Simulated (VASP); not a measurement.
# Rh (Fm-3m) in VASP: a series of runs

Runs on Rh. Level: LDA. Tasks: single point, relaxation of volume and atoms at fixed shape.

Program: VASP 6.6.1. These are calculated values, not measurements. Logs are shortened: lines on timing, memory, paths and dates and some standing lists are left out, and cuts for length are marked.

## (1) The cell of the first run

It takes space group Fm-3m (No. 225, cubic). The conventional cell has a = 3.753 Å, b = 3.753 Å, c = 3.753 Å, α = 90.00°, β = 90.00°, γ = 90.00°. Within 3.5 Å of Rh (site symmetry m-3m) lie 12 Rh at 2.65 Å.

## (2) Single point, LDA

Input file INCAR:

```
PREC = Accurate
ENCUT = 500
EDIFF = 1E-6
ISMEAR = 1
SIGMA = 0.05
LREAL = F
LASPH = T
NELM = 120
ALGO = Normal
ISIF = 2
LWAVE = F
LCHARG = F
GGA = CA
NBANDS = 14
GGA_COMPAT = F
```

Input file KPOINTS:

```
regular mesh
0
Gamma
  10 10 10
```

Input file POSCAR:

```
Rh
1.0
    0.0000000000      1.8767026529      1.8767026529
    1.8767026529      0.0000000000      1.8767026529
    1.8767026529      1.8767026529      0.0000000000
Rh
1
Direct
    0.0000000000      0.0000000000      0.0000000000
```

Potentials or basis: VASP PAW LDA potentials, release 64 (Rh_pv).

Command:

```
cat potpaw_LDA.64/Rh_pv/POTCAR > POTCAR
mpirun -np 1 vasp_std > vasp.out
```

OUTCAR:

```text
PREC = Accurate
   ENCUT = 500
   EDIFF = 1E-6
   ISMEAR = 1
   LREAL = F
   LASPH = T
   NELM = 120
   ISIF = 2
   GGA = CA

 ion  position               nearest neighbor table
   1  0.000  0.000  0.000-

  LATTYP: Found a face centered cubic cell.
 ALAT       =     3.7534053058

  Lattice vectors:

 A1 = (   0.0000000000,   1.8767026529,   1.8767026529)
 A2 = (   1.8767026529,   0.0000000000,   1.8767026529)
 A3 = (   1.8767026529,   1.8767026529,   0.0000000000)

Analysis of symmetry for initial positions (statically):
=====================================================================
 Subroutine PRICEL returns:
 Original cell was already a primitive cell.

 Routine SETGRP: Setting up the symmetry group for a
 face centered cubic supercell.

 Subroutine GETGRP returns: Found 48 space group operations
 (whereof 48 operations were pure point group operations)
 out of a pool of 48 trial point group operations.

The static configuration has the point symmetry O_h .

Analysis of symmetry for dynamics (positions and initial velocities):
=====================================================================
 Subroutine PRICEL returns:
 Original cell was already a primitive cell.

 Routine SETGRP: Setting up the symmetry group for a
 face centered cubic supercell.

 Subroutine GETGRP returns: Found 48 space group operations
 (whereof 48 operations were pure point group operations)
 out of a pool of 48 trial point group operations.

The dynamic configuration has the point symmetry O_h .

 Subroutine INISYM returns: Found 48 space group operations
 (whereof 48 operations are pure point group operations),
 and found     1 'primitive' translations

----------------------------------------------------------------------------------------

                                     Primitive cell

  volume of cell :      13.2195

  direct lattice vectors                    reciprocal lattice vectors
     0.000000000  1.876702653  1.876702653    -0.266424731  0.266424731  0.266424731
     1.876702653  0.000000000  1.876702653     0.266424731 -0.266424731  0.266424731
     1.876702653  1.876702653  0.000000000     0.266424731  0.266424731 -0.266424731

  length of vectors
     2.654058344  2.654058344  2.654058344     0.461461171  0.461461171  0.461461171

  position of ions in fractional coordinates (direct lattice)
     0.000000000  0.000000000  0.000000000

  ion indices of the primitive-cell ions
   primitive index   ion index
                 1           1

----------------------------------------------------------------------------------------
[... 76 lines left out ...]
   ISIF   =      2    stress and relaxation
   ISYM   =      2    0-nonsym 1-usesym 2-fastsym
   POTIM  = 0.5000    time-step for ionic-motion
   TEBEG  =    0.0;   TEEND  =   0.0 temperature during run
   PSTRESS=    0.0 pullay stress
   NELECT =      15.0000    total number of electrons
   NUPDOWN=      -1.0000    fix difference up-down
   EMIN   =  10.00;   EMAX   =-10.00  energy-range for DOS
   EFERMI =   0.00;   METHOD = LEGACY
   ISMEAR =     1;   SIGMA  =   0.05  broadening in eV -4-tet -1-fermi 0-gaus
   EFERMI_NEDOS =   21; number of points for ismear=-14 and -15
   IALGO  =     38    algorithm
   IMIX   =      4    mixing-type and parameters
     AMIX     =   0.40;   BMIX     =  1.00
     AMIX_MAG =   1.60;   BMIX_MAG =  1.00
  volume/ion in A,a.u.               =      13.22        89.21
  Fermi-wavevector in a.u.,A,eV,Ry     =   1.707523  3.226750 39.669599  2.915633
  Thomas-Fermi vector in A             =   2.786359
   LORBIT       =      0    0 simple, 1 ext, 2 COOP (PROOUT), +10 PAW based schemes
   GGA     = CA    functional components
   LHFCALC =     F    Hartree Fock is set to
   AEXX    =    0.0000 exact exchange contribution
   IVDW    =     0    specifies the selected vdW correction
   LEPSILON=     F    determine dielectric tensor
   LRPA    =     F    only Hartree local field effects (RPA)
 non-spin polarized calculation
 Methfessel and Paxton  Order N= 1 SIGMA  =   0.05
  energy-cutoff  :      500.00
  volume of cell :       13.22
 maximum number of plane-waves:       344
   NGX =  9   NGY =  9   NGZ =  9

 number of electron      15.0000002 magnetization

 Free energy of the ion-electron system (eV)
  ---------------------------------------------------
  ext. energy  EPLUGINS =         0.00000000
  ---------------------------------------------------
  free energy    TOTEN  =        -8.69205111 eV

  energy without entropy =       -8.69216832  energy(sigma->0) =       -8.69209018

 E-fermi :  12.4928     XC(G=0): -14.6034

 val. band max:       12.4420114712   @ k =   0.3000   0.3000   0.0000
 cond. band min:      12.4943302630   @ k =   0.5000   0.4000   0.1000
 fundamental gap:      0.0523187917
 Fermi energy:        12.4928234508

 k-point     1 :       0.0000    0.0000    0.0000
  band No.  band energies     occupation
      1     -33.7851      2.00000
      2     -33.7851      2.00000
      3     -33.7851      2.00000
      4       4.1308      2.00000
      5       9.1447      2.00000
      6       9.1447      2.00000
      7       9.1447      2.00000
      8      11.4069      2.00000
      9      11.4069      2.00000
     10      28.3610      0.00000
     11      32.6802      0.00000
     12      33.9936      0.00000
     13      33.9936      0.00000
     14      33.9936      0.00000
[... 377 lines left out ...]
      1     -34.4368      2.00000
      2     -34.0523      2.00000
      3     -34.0253      2.00000
      4       6.4943      2.00000
      5       6.8163      2.00000
      6      10.9001      2.00000
      7      11.7219      2.00000
      8      12.9839     -0.00000
      9      13.8872      0.00000
     10      27.0143      0.00000
     11      28.8433      0.00000
     12      29.1115      0.00000
     13      32.6779      0.00000
     14      34.7638      0.00000

 [... further k-points ...]
[... 5 lines left out ...]
  --------------------------------------------------------------------------------------
  -------------------------------------------------------------------------------------
  Total        0.0773946      0.0773946      0.0773946     -0.0000000      0.0000000     -0.0000000
  in kB        9.3800385      9.3800385      9.3800385     -0.0000000      0.0000000     -0.0000000
  external PRESSURE =       9.3800385 kB  Pullay stress =       0.0000000 kB

 VOLUME and BASIS-vectors are now :
 -----------------------------------------------------------------------------
  energy-cutoff  :      500.00
  volume of cell :       13.22
      direct lattice vectors                 reciprocal lattice vectors
     0.000000000  1.876702653  1.876702653    -0.266424731  0.266424731  0.266424731
     1.876702653  0.000000000  1.876702653     0.266424731 -0.266424731  0.266424731
     1.876702653  1.876702653  0.000000000     0.266424731  0.266424731 -0.266424731

 POSITION                                       TOTAL-FORCE (eV/Angst)
 -----------------------------------------------------------------------------------
      0.00000      0.00000      0.00000        -0.000000      0.000000      0.000000
 -----------------------------------------------------------------------------------
    total drift:                               -0.000000     -0.000000     -0.000000

  FREE ENERGIE OF THE ION-ELECTRON SYSTEM (eV)
  ---------------------------------------------------
  free  energy   TOTEN  =        -8.6920511124 eV

  energy  without entropy=       -8.6921683163  energy(sigma->0) =       -8.69209018
```

stdout:

```text
POSCAR found type information on POSCAR Rh
 POSCAR found :  1 types and       1 ions
 scaLAPACK will be used
 LDA part: xc-table for (Slater(with rela. corr.)+CA(PZ))
 , standard interpolation
 POSCAR, INCAR and KPOINTS ok, starting setup
 FFT: planning ... GRIDC
 FFT: planning ... GRID_SOFT
 FFT: planning ... GRID
 WAVECAR not read
 entering main loop
```

It took 6.7 s on 1 thread of AMD EPYC 7R43 (Zen 3), shared host; peak memory 0.09 GiB.

What came out:

| Property | Result |
| --- | --- |
| Free energy | -8.6921 eV |
| Pressure | 0.9 GPa |

## (3) Relaxation of volume and atoms at fixed shape, LDA

This run uses another cell than the first one, of 13.67 Å³/atom, 1.034 times its volume.

Input file INCAR:

```
PREC = Accurate
ENCUT = 500
EDIFF = 1E-7
ISMEAR = 1
SIGMA = 0.05
LREAL = F
LASPH = T
NELM = 120
ALGO = Normal
ISIF = 8
LWAVE = F
LCHARG = F
IBRION = 2
NSW = 60
EDIFFG = -0.03
GGA_COMPAT = F
NELMIN = 4
```

KPOINTS is that of step 2.

Input file POSCAR:

```
Rh
1.0
    0.0000000000      1.8978500000      1.8978500000
    1.8978500000      0.0000000000      1.8978500000
    1.8978500000      1.8978500000      0.0000000000
Rh
1
Direct
    0.0000000000      0.0000000000      0.0000000000
```

Potentials or basis: VASP PAW LDA potentials, release 64 (Rh_pv).

Command:

```
cat potpaw_LDA.64/Rh_pv/POTCAR > POTCAR
mpirun -np 1 vasp_std > vasp.out
```

It took 14 s on 1 thread of AMD EPYC 7R43 (Zen 3), shared host; peak memory 0.09 GiB.

The run converged. Its results:

```
Free energy                            : -8.6924 eV
Relaxed volume                         : 13.27 Å³/atom
Relaxed cell                           : a = 2.657 Å, b = 2.657 Å, c = 2.657 Å, α = 60.00°, β = 60.00°, γ = 60.00°
Space group after relaxing (to 0.05 Å) : Fm-3m (No. 225)
Energy gained by relaxing              : 11.9 meV/atom
Ionic steps                            : 3
Pressure after relaxing                : -0.3 GPa
```

Step by step:
| step | energy change (eV) | largest force (eV/Å) | pressure (GPa) | volume (Å³) |
| --- | --- | --- | --- | --- |
| 1 | 0.0000 | 0.0000 | -8.99 | 13.67 |
| 2 | 0.0849 | 0.0000 | 32.13 | 12.21 |
| 3 | -0.0119 | 0.0000 | -0.30 | 13.27 |

Final structure:
```
Rh
1.0
     0.00000    1.87913    1.87913
     1.87913    0.00000    1.87913
     1.87913    1.87913    0.00000
Rh
1
Direct
  0.00000 0.00000 0.00000
```

Levels at points of the mesh, in eV from the Fermi level:
```tsv
k point	band 4	band 5	band 6	band 7	band 8	band 9	band 10	band 11
(0.00, 0.00, 0.00)	-8.33	-3.33	-3.33	-3.33	-1.08	-1.08	15.87	20.20
(0.50, 0.00, 0.00)	-6.52	-3.40	-3.40	0.58	0.58	0.62	8.92	15.41
(0.50, 0.50, 0.00)	-6.73	-6.36	0.56	1.01	1.01	3.21	12.66	13.37
```

LDA usually gives volumes a few per cent too small. Zero-point motion and thermal expansion aren't in these numbers.
